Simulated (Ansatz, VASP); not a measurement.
# One calculation of ZnF2, two programs

File POSCAR:

```
ZnF2
1.0
    4.7033622564      0.0000000000      0.0000000000
    0.0000000000      4.7033622564      0.0000000000
    0.0000000000      0.0000000000      3.1267882527
Zn F
2 4
Direct
    0.0000000000      0.0000000000      0.0000000000
    0.5000000000      0.5000000000      0.5000000000
    0.3031905513      0.3031905513      0.0000000000
    0.1968094487      0.8031905513      0.5000000000
    0.6968094487      0.6968094487      0.0000000000
    0.8031905513      0.1968094487      0.5000000000
```

INCAR.step1

```
PREC = Accurate ; ENCUT = 660
ISMEAR = 0 ; SIGMA = 0.01
LREAL = F ; LASPH = T
NELM = 120 ; NBANDS = 35
GGA = PE ; ALGO = Normal
EDIFF = 1E-5 ; LWAVE = T
LCHARG = F ; GGA_COMPAT = F
```

The input INCAR.step2:

```
PREC = Accurate ; ENCUT = 660
EDIFF = 1E-6 ; ISMEAR = 0
SIGMA = 0.01 ; LREAL = F
LASPH = T ; NELM = 120
ALGO = Normal ; ISIF = 2
LWAVE = F ; LCHARG = F
METAGGA = R2SCAN ; LMIXTAU = T
NBANDS = 35 ; ISTART = 1
GGA_COMPAT = F
```

The input KPOINTS:

```
Automatic mesh
0
Gamma
  6 6 8
```

Input for Ansatz:

```yaml
crystal:
  lattice:
    - [4.7033622564, 0.0, 0.0]
    - [0.0, 4.7033622564, 0.0]
    - [0.0, 0.0, 3.1267882527]
  atoms:
    - { symbol: Zn, position: [0.0, 0.0, 0.0] }
    - { symbol: Zn, position: [0.5, 0.5, 0.5] }
    - { symbol: F, position: [0.3031905513, 0.3031905513, 0.0] }
    - { symbol: F, position: [0.1968094487, 0.8031905513, 0.5] }
    - { symbol: F, position: [0.6968094487, 0.6968094487, 0.0] }
    - { symbol: F, position: [0.8031905513, 0.1968094487, 0.5] }
kpoints:
  mp_grid: { grid: [6, 6, 8] }
  band_path:
    path:
      - [0.0, 0.0, 0.0]
      - [0.0, 0.5, 0.0]
      - [0.5, 0.5, 0.0]
      - [0.0, 0.0, 0.5]
      - [0.0, 0.5, 0.5]
      - [0.5, 0.5, 0.5]
    npoints: 1
hamiltonian:
  xc: r2scan
scf:
  occupations: { method: fixed }
  n_extra_bands: 5
output:
  forces: true
  stress: true
  eigenvalues: true
```

Alike in both runs: task single point; functional r2SCAN; k mesh 6 × 6 × 8; no spin polarisation.

|  | VASP | Ansatz |
| --- | --- | --- |
| version | VASP 6.6.1 | Ansatz 0.2.0 |
| potentials or method | VASP PAW PBE potentials, release 64 (Zn, F) | plane waves, PAW |
| plane-wave cutoff (eV) | 660 | 500 |
| occupations | gaussian, width 0.01 eV | fixed |
| valence electrons in the cell | 52 | 52 |

|  | VASP | Ansatz | Ansatz less VASP |
| --- | --- | --- | --- |
| gap on the k mesh at the Fermi level (eV) | 4.22 | 4.28 | +0.059 |
| pressure (GPa) | 0.3 | 0.0 | -0.33 |
| traceless stress, the component that is largest in VASP (GPa) | 0.16 | 0.00 | -0.164 |
| rms of the force components (eV/Å) | 0.007 | 0.000 | -0.0068 |

VASP's potentials were made for PBE, not for r2SCAN. Atom by atom the forces differ by 0.007 eV/Å (rms over components).
